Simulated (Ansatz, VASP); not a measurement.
Bi: VASP beside Ansatz

Contents of INCAR:

```
PREC     = Accurate       # precision mode
ENCUT    = 520            # plane-wave cutoff, eV
EDIFF    = 1E-6           # SCF threshold, eV
ISMEAR   = 0              # smearing method
SIGMA    = 0.02           # smearing width, eV
LREAL    = False          # projectors in reciprocal space
LASPH    = True           # aspherical terms in the spheres
NELM     = 100            # most SCF steps
ALGO     = Normal         # electronic algorithm
ISIF     = 2              # what is computed and relaxed
LWAVE    = False          # write WAVECAR
LCHARG   = True           # write CHGCAR
LDIPOL   = True         
IDIPOL   = 3            
DIPOL    = 0.5 0.5 0.500
GGA      = PE             # functional
LELF     = True           # ELF
LVHAR    = True         
LVACPOTAV= True         
NBANDS   = 22             # bands
```

Contents of KPOINTS:

```
regular mesh
0
Gamma
  9 9 1
```

Contents of POSCAR:

```
Bi
1.0
    4.4890000000      0.0000000000      0.0000000000
   -2.2445000000      3.8875880376      0.0000000000
    0.0000000000      0.0000000000     28.0000000000
Bi
2
Direct
    0.3333333333      0.6666666667      0.5330178571
    0.6666666667      0.3333333333      0.4669821429
```

Input for Ansatz:

```yaml
crystal:
  lattice:
    - [4.489, 0.0, 0.0]
    - [-2.2445, 3.8875880376, 0.0]
    - [0.0, 0.0, 28.0]
  atoms:
    - { symbol: Bi, position: [0.3333333333, 0.6666666667, 0.5330178571] }
    - { symbol: Bi, position: [0.6666666667, 0.3333333333, 0.4669821429] }
  periodic: [true, true, false]
basis:
  ecutwfc: 420
kpoints:
  mp_grid: { grid: [9, 9, 1] }
hamiltonian:
  xc: pbe
scf:
  occupations: { method: gaussian, width: 0.02 }
output:
  forces: true
  stress: true
  eigenvalues: true
```

Alike in both runs: task single point; functional PBE; k mesh 9 × 9 × 1; occupations gaussian, width 0.02 eV; no spin polarisation.

|  | VASP | Ansatz |
| --- | --- | --- |
| version | VASP 6.6.1 | Ansatz 0.2.0 |
| potentials or method | VASP PAW PBE potentials, release 64 (Bi_d), cutoff 520 eV | scalar-relativistic, plane waves, PAW |
| valence electrons in the cell | 30 | 30 |

|  | VASP | Ansatz | Ansatz less VASP |
| --- | --- | --- | --- |
| gap on the k mesh at the Fermi level (eV) | 0.49 | 0.50 | +0.010 |
| least direct gap on the mesh (eV) | 0.49 | 0.50 | +0.010 |
| rms of the force components (eV/Å) | 0.648 | 0.654 | +0.0064 |

Atom by atom the forces differ by 0.006 eV/Å (rms over components).

Spin-orbit coupling is off throughout.
